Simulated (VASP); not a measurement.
Wanted: the native input for a VASP 6.6.1 run.

```yaml
Task: electric field gradients
Functional: PBE
Potentials_or_basis: VASP PAW PBE potentials, release 64 (Sr_sv, O)
Cutoff: 520 eV
k_mesh: 8 × 8 × 8
Occupations: fermi-dirac, width 0.02 eV
Spin: no spin polarisation
Dipole_correction: no
Further_INCAR_settings: ALGO = Normal; EDIFF = 1e-08; NBANDS = 15
```

The structure of SrO lies in POSCAR:

```
SrO
1.0
    0.0000000000      2.5698000000      2.5698000000
    2.5698000000      0.0000000000      2.5698000000
    2.5698000000      2.5698000000      0.0000000000
Sr O
1 1
Direct
    0.0000000000      0.0000000000      0.0000000000
    0.5224667289      0.5224667289      0.5224667289
```

This cell differs from its parent crystal: atom 2 (O) moved by [0.11547, 0.11547, 0.11547] A.

The input as run:

INCAR

```
PREC = Accurate ; ENCUT = 520
EDIFF = 1E-8 ; ISMEAR = -1
SIGMA = 0.02 ; LREAL = False
LASPH = True ; NELM = 80
ALGO = Normal ; ISIF = 2
LWAVE = False ; LCHARG = False
GGA = PE ; LEFG = True
NBANDS = 15
```

KPOINTS

```
Automatic mesh
0
Gamma
  8 8 8
```

Potentials or basis: VASP PAW PBE potentials, release 64 (Sr_sv, O).

Command:

```sh
$ cat potpaw_PBE.64/Sr_sv/POTCAR potpaw_PBE.64/O/POTCAR > POTCAR
$ mpirun -np 1 vasp_std > vasp.out
```

It gave:

```
Pressure               : 4.6 GPa
Largest force          : 0.486 eV/Å
Band gap on the k mesh : 3.58 eV, indirect (least direct gap 3.60 eV)
```

Caveat: the cell differs from its parent crystal (atom 2 (O) moved by [0.11547, 0.11547, 0.11547] A); without QUAD_EFG the Cq values of the log hold for a quadrupole moment of 1 mb, not for the nuclei.

Wall time 17 s on 1 thread of Intel(R) Xeon(R) 6975P-C (Granite Rapids), with other jobs on the host, peak memory 0.17 GiB.
